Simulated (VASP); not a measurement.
# Cu (P6_3/mmc) in VASP: notebook, part 3 of 3

VASP 6.6.1. The steps go on from the part before.

## 5. Single point, PBEsol

This run uses another cell than the first one, of 11.44 Å³/atom.

Contents of INCAR:

```
PREC     = Accurate       # precision mode
ENCUT    = 520            # plane-wave cutoff, eV
EDIFF    = 1E-7           # SCF threshold, eV
ISMEAR   = -1             # smearing method
SIGMA    = 0.1            # smearing width, eV
LREAL    = F              # projectors in reciprocal space
LASPH    = T              # aspherical terms in the spheres
NELM     = 60             # most SCF steps
ALGO     = Normal         # electronic algorithm
ISIF     = 2              # what is computed and relaxed
LWAVE    = F              # write WAVECAR
LCHARG   = F              # write CHGCAR
GGA      = PS             # functional
NBANDS   = 18             # bands
```

Contents of KPOINTS:

```
Automatic mesh
0
Gamma
  13 13 7
```

Contents of POSCAR:

```
Cu
1.0
    2.5340966700      0.0000000000      0.0000000000
   -1.2670483300      2.1945920900      0.0000000000
    0.0000000000      0.0000000000      4.1125710000
Cu
2
Direct
    0.3333333333      0.6666666667      0.2500000000
    0.6666666667      0.3333333333      0.7500000000
```

Potentials or basis: VASP PAW PBE potentials, release 64 (Cu).

Run with:

```bash
> cat potpaw_PBE.64/Cu/POTCAR > POTCAR
> mpirun -np 1 vasp_std > vasp.out
```

OUTCAR:

```text
PREC = Accurate
   ENCUT = 520
   EDIFF = 1E-7
   ISMEAR = -1
   LREAL = F
   LASPH = T
   NELM = 60
   ISIF = 2
   GGA = PS

 ion  position               nearest neighbor table
   1  0.333  0.667  0.250-   2 2.52   2 2.52   2 2.52   2 2.52   2 2.52   2 2.52
   2  0.667  0.333  0.750-   1 2.52   1 2.52   1 2.52   1 2.52   1 2.52   1 2.52

  LATTYP: Found a hexagonal cell.
 ALAT       =     2.5340966700
 C/A-ratio  =     1.6228942837

  Lattice vectors:

 A1 = (   2.5340966700,   0.0000000000,   0.0000000000)
 A2 = (  -1.2670483300,   2.1945920900,   0.0000000000)
 A3 = (   0.0000000000,   0.0000000000,   4.1125710000)

Analysis of symmetry for initial positions (statically):
=====================================================================
 Subroutine PRICEL returns:
 Original cell was already a primitive cell.

 Routine SETGRP: Setting up the symmetry group for a
 hexagonal supercell.

 Subroutine GETGRP returns: Found 24 space group operations
 (whereof 12 operations were pure point group operations)
 out of a pool of 24 trial point group operations.

The static configuration has the point symmetry D_3d.
 The point group associated with its full space group is D_6h.

Analysis of symmetry for dynamics (positions and initial velocities):
=====================================================================
 Subroutine PRICEL returns:
 Original cell was already a primitive cell.

 Routine SETGRP: Setting up the symmetry group for a
 hexagonal supercell.

 Subroutine GETGRP returns: Found 24 space group operations
 (whereof 12 operations were pure point group operations)
 out of a pool of 24 trial point group operations.

The dynamic configuration has the point symmetry D_3d.
 The point group associated with its full space group is D_6h.

 Subroutine INISYM returns: Found 24 space group operations
 (whereof 12 operations are pure point group operations),
 and found     1 'primitive' translations

----------------------------------------------------------------------------------------

                                     Primitive cell

  volume of cell :      22.8713

  direct lattice vectors                    reciprocal lattice vectors
     2.534096670  0.000000000  0.000000000     0.394617937  0.227832771  0.000000000
    -1.267048330  2.194592090  0.000000000     0.000000000  0.455665545  0.000000000
     0.000000000  0.000000000  4.112571000     0.000000000  0.000000000  0.243156896

  length of vectors
     2.534096670  2.534096666  4.112571000     0.455665544  0.455665545  0.243156896

  position of ions in fractional coordinates (direct lattice)
     0.333333333  0.666666667  0.250000000
     0.666666667  0.333333333  0.750000000

  ion indices of the primitive-cell ions
   primitive index   ion index
                 1           1
                 2           2

----------------------------------------------------------------------------------------

 KPOINTS: Automatic mesh

Automatic generation of k-mesh.
 Grid dimensions read from file:
 generate k-points for:   13   13    7

 Generating k-lattice:

  Cartesian coordinates                     Fractional coordinates (reciprocal lattice)
     0.030355226  0.017525598  0.000000000     0.076923077  0.000000000  0.000000000
     0.000000000  0.035051196  0.000000000     0.000000000  0.076923077  0.000000000
     0.000000000  0.000000000  0.034736699     0.000000000  0.000000000  0.142857143

  Length of vectors
     0.035051196  0.035051196  0.034736699

  Shift w.r.t. Gamma in fractional coordinates (k-lattice)
     0.000000000  0.000000000  0.000000000

 Subroutine IBZKPT returns following result:
 ===========================================

 Found     84 irreducible k-points:

 Following reciprocal coordinates:
            Coordinates               Weight
  0.000000  0.000000  0.000000      1.000000
  0.076923 -0.000000  0.000000      6.000000
  0.153846 -0.000000  0.000000      6.000000
  0.230769  0.000000  0.000000      6.000000
  0.307692 -0.000000  0.000000      6.000000
  0.384615  0.000000  0.000000      6.000000
[... 16 lines left out ...]
  0.076923 -0.000000  0.142857     12.000000
  0.153846 -0.000000  0.142857     12.000000
 [... further k-points ...]
   k-points           NKPTS =     84   k-points in BZ     NKDIM =     84   number of bands    NBANDS=     18
   number of dos      NEDOS =    301   number of ions     NIONS =      2
   total plane-waves  NPLWV =  12800
   dimension x,y,z NGX =    20 NGY =   20 NGZ =   32
   dimension x,y,z NGXF=    40 NGYF=   40 NGZF=   64
   ions per type =               2
   NGX,Y,Z   is equivalent  to a cutoff of  13.12, 13.12, 12.94 a.u.
   NGXF,Y,Z  is equivalent  to a cutoff of  26.24, 26.24, 25.87 a.u.
 SYSTEM =  unknown system
   PREC   = accura    normal or accurate (medium, high low for compatibility)
   ISTART =      0    job   : 0-new  1-cont  2-samecut
   ICHARG =      2    charge: 1-file 2-atom 10-const
   ISPIN  =      1    spin polarized calculation?
   LNONCOLLINEAR =      F non collinear calculations
   LSORBIT =      F    spin-orbit coupling
   LASPH  =      T    aspherical Exc in radial PAW
   ENCUT  =  520.0 eV  38.22 Ry    6.18 a.u.   4.71  4.71  7.65*2*pi/ulx,y,z
   NELM   =     60;   NELMIN=  2; NELMDL= -5     # of ELM steps
   EDIFF  = 0.1E-06   stopping-criterion for ELM
   LREAL  =      F    real-space projection
   EDIFFG = 0.1E-05   stopping-criterion for IOM
   NSW    =      0    number of steps for IOM
   IBRION =     -1    ionic relax: 0-MD 1-quasi-New 2-CG
   NFREE  =      0    steps in history (QN), initial steepest desc. (CG)
   ISIF   =      2    stress and relaxation
   ISYM   =      2    0-nonsym 1-usesym 2-fastsym
   POTIM  = 0.5000    time-step for ionic-motion
   TEBEG  =    0.0;   TEEND  =   0.0 temperature during run
   PSTRESS=    0.0 pullay stress
   NELECT =      22.0000    total number of electrons
   NUPDOWN=      -1.0000    fix difference up-down
   EMIN   =  10.00;   EMAX   =-10.00  energy-range for DOS
   EFERMI =   0.00;   METHOD = LEGACY
   ISMEAR =    -1;   SIGMA  =   0.10  broadening in eV -4-tet -1-fermi 0-gaus
   EFERMI_NEDOS =   21; number of points for ismear=-14 and -15
   IALGO  =     38    algorithm
   IMIX   =      4    mixing-type and parameters
     AMIX     =   0.40;   BMIX     =  1.00
     AMIX_MAG =   1.60;   BMIX_MAG =  1.00
  volume/ion in A,a.u.               =      11.44        77.17
  Fermi-wavevector in a.u.,A,eV,Ry     =   1.616041  3.053874 35.532800  2.611587
  Thomas-Fermi vector in A             =   2.710691
   LORBIT       =      0    0 simple, 1 ext, 2 COOP (PROOUT), +10 PAW based schemes
   GGA     = PS    functional components
   LHFCALC =     F    Hartree Fock is set to
   AEXX    =    0.0000 exact exchange contribution
   IVDW    =     0    specifies the selected vdW correction
   LEPSILON=     F    determine dielectric tensor
   LRPA    =     F    only Hartree local field effects (RPA)
 non-spin polarized calculation
  energy-cutoff  :      520.00
  volume of cell :       22.87
 maximum number of plane-waves:       634
 NGX is ok and might be reduce to    20
   NGX =  9   NGY =  9   NGZ = 15

 number of electron      21.9999979 magnetization

 Free energy of the ion-electron system (eV)
  ---------------------------------------------------
  ext. energy  EPLUGINS =         0.00000000
  ---------------------------------------------------
  free energy    TOTEN  =        -8.61540752 eV

  energy without entropy =       -8.59975644  energy(sigma->0) =       -8.60758198

 E-fermi :   7.7955     XC(G=0): -13.0972

 val. band max:        7.7039982180   @ k =   0.3846   0.0000   0.4286
 cond. band min:       7.8627437413   @ k =   0.1538  -0.0000   0.1429
 fundamental gap:      0.1587455234
 Fermi energy:         7.7954614772

 k-point     1 :       0.0000    0.0000    0.0000
  band No.  band energies     occupation
      1      -1.8331      2.00000
      2       2.5335      2.00000
      3       4.6916      2.00000
      4       4.7296      2.00000
      5       4.7296      2.00000
      6       4.9539      2.00000
[... 10 lines left out ...]
     17      31.5227      0.00000
     18      31.5228      0.00000
[... 463 lines left out ...]
 k-point    24 :       0.1538   -0.0000    0.1429
  band No.  band energies     occupation
      1      -0.8801      2.00000
      2       2.8674      2.00000
      3       4.3930      2.00000
      4       4.4353      2.00000
      5       4.7487      2.00000
      6       4.9130      2.00000
[... 10 lines left out ...]
     17      29.2399      0.00000
     18      30.6179      0.00000

 [... further k-points ...]

------------------------ aborting loop because EDIFF is reached ----------------------------------------

  FORCE on cell =-STRESS in cart. coord.  units (eV):
  Direction    XX          YY          ZZ          XY          YZ          ZX
  --------------------------------------------------------------------------------------
  -------------------------------------------------------------------------------------
  Total       -0.3063980     -0.3063980      0.1903459     -0.0000000     -0.0000000      0.0000000
  in kB      -21.4637785    -21.4637784     13.3340991     -0.0000000     -0.0000000      0.0000000
  external PRESSURE =      -9.8644859 kB  Pullay stress =       0.0000000 kB

 VOLUME and BASIS-vectors are now :
 -----------------------------------------------------------------------------
  energy-cutoff  :      520.00
  volume of cell :       22.87
      direct lattice vectors                 reciprocal lattice vectors
     2.534096670  0.000000000  0.000000000     0.394617937  0.227832771  0.000000000
    -1.267048330  2.194592090  0.000000000     0.000000000  0.455665545  0.000000000
     0.000000000  0.000000000  4.112571000     0.000000000  0.000000000  0.243156896

 POSITION                                       TOTAL-FORCE (eV/Angst)
 -----------------------------------------------------------------------------------
      0.00000      1.46306      1.02814        -0.000000      0.000000      0.000000
      1.26705      0.73153      3.08443         0.000000     -0.000000      0.000000
 -----------------------------------------------------------------------------------
    total drift:                               -0.000000      0.000000     -0.000000

  FREE ENERGIE OF THE ION-ELECTRON SYSTEM (eV)
  ---------------------------------------------------
  free  energy   TOTEN  =        -8.6154075201 eV

  energy  without entropy=       -8.5997564418  energy(sigma->0) =       -8.60758198
```

Run time: 53 s. Hardware: 1 thread of Intel Xeon 8259CL, shared host; peak memory 0.15 GiB.

Results:

* Free energy: -8.6154 eV
* Pressure: -1.0 GPa
* Band gap on the k mesh: zero (bands 11 and 12 overlap by 4.98 eV)

Stress tensor (GPa, compression positive):
```
-2.15  0.00  0.00
 0.00 -2.15  0.00
 0.00  0.00  1.33
```

Levels at points of the mesh, in eV from the Fermi level:
| k point | band 8 | band 9 | band 10 | band 11 | band 12 | band 13 | band 14 | band 15 |
| --- | --- | --- | --- | --- | --- | --- | --- | --- |
| (0.00, 0.00, 0.00) | -2.56 | -2.56 | -1.75 | -1.75 | -1.06 | 3.99 | 21.52 | 22.05 |

Caveat: the PAW data sets were made with another functional, which shifts forces and pressure a little.

## 6. Single point, PBEsol

This run uses another cell than the first one, of 11.66 Å³/atom.

Contents of INCAR:

```
PREC = Accurate ; ENCUT = 520
EDIFF = 1E-7 ; ISMEAR = -1
SIGMA = 0.1 ; LREAL = False
LASPH = True ; NELM = 100
ALGO = Normal ; ISIF = 2
LWAVE = False ; LCHARG = False
GGA = PS ; NBANDS = 18
```

KPOINTS is that of step 5.

Contents of POSCAR:

```
Cu
1.0
    2.5508792562      0.0000000000      0.0000000000
   -1.2754396231      2.2091262360      0.0000000000
    0.0000000000      0.0000000000      4.1398073633
Cu
2
Direct
    0.3333333333      0.6666666667      0.2500000000
    0.6666666667      0.3333333333      0.7500000000
```

Potentials or basis: VASP PAW PBE potentials, release 64 (Cu).

Run with:

```bash
> cat potpaw_PBE.64/Cu/POTCAR > POTCAR
> mpirun -np 1 vasp_std > vasp.out
```

It took 46 s on 1 thread of Intel Xeon 8259CL, shared host; peak memory 0.15 GiB.

It converged, with:

```yaml
Free_energy: -8.6085 eV
Pressure: -4.0 GPa
Band_gap_on_the_k_mesh: zero (bands 11 and 12 overlap by 4.91 eV)
```

Stress tensor (GPa, compression positive):
```
-5.09  0.00  0.00
 0.00 -5.09  0.00
 0.00  0.00 -1.79
```

Levels at points of the mesh, in eV from the Fermi level:
```tsv
k point	band 7	band 8	band 9	band 10	band 11	band 12	band 13	band 14	band 15	band 16
(0.00, 0.00, 0.00)	-2.79	-2.51	-2.51	-1.73	-1.73	-1.00	3.89	21.36	21.75	21.75
```

Caveat: the cell stands under tension; the PAW data sets were made with another functional, which shifts forces and pressure a little.

## 7. Summary

| cell | gap on the mesh (eV) | pressure (GPa) |
| --- | --- | --- |
| a = 2.482, b = 2.482, c = 4.029 Å, angles 90.0, 90.0, 120.0°, 2 atoms | none | 10.5 |
| a = 2.500, b = 2.500, c = 4.057 Å, angles 90.0, 90.0, 120.0°, 2 atoms | none | 6.2 |
| a = 2.517, b = 2.517, c = 4.085 Å, angles 90.0, 90.0, 120.0°, 2 atoms | none | 2.4 |
| a = 2.534, b = 2.534, c = 4.113 Å, angles 90.0, 90.0, 120.0°, 2 atoms | none | -1.0 |
| a = 2.551, b = 2.551, c = 4.140 Å, angles 90.0, 90.0, 120.0°, 2 atoms | none | -4.0 |

Alike in all rows: task single point; level PBEsol; potentials or basis VASP PAW PBE potentials, release 64 (Cu); no spin polarisation; k mesh 13 × 13 × 7; cutoff (eV) 520; smearing fermi-dirac 0.1 eV.

Caveats: the PAW data sets were made with another functional, which shifts forces and pressure a little; the cell stands under pressure (at least some runs); the cell stands under tension (at least some runs).

Absolute energies hang on the potentials; compare differences alone.
